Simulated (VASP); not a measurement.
The system is BAs.

```
CELL_PARAMETERS angstrom
0.00000 2.36460 2.40451
2.36460 0.00000 2.40451
2.36460 2.36460 0.00000
ATOMIC_POSITIONS crystal
B 0.00000 0.00000 0.00000
As 0.25000 0.25000 0.25000
```

This cell differs from its parent crystal: epitaxial xy strain -1.1%.

Base run:

```yaml
Program: VASP 6.6.1
Functional: PBE
Potentials_or_basis: VASP PAW PBE potentials, release 64 (B, As)
Cutoff: 520 eV
k_mesh: 10 × 10 × 10
Occupations: fermi-dirac, width 0.02 eV
Spin: no spin polarisation
```

Its results: band gap on the k mesh 1.03 eV, indirect (least direct gap 3.20 eV); pressure 5.4 GPa.

Q: The run is repeated on the same cell with these changes: k mesh from 10 × 10 × 10 to 6 × 6 × 6; occupations from fermi-dirac, width 0.02 eV to gaussian, width 0.01 eV. What comes out?

A: Band gap on the k mesh 1.14 eV, indirect (least direct gap 3.20 eV); pressure 5.5 GPa.

A k mesh can miss the band edges.
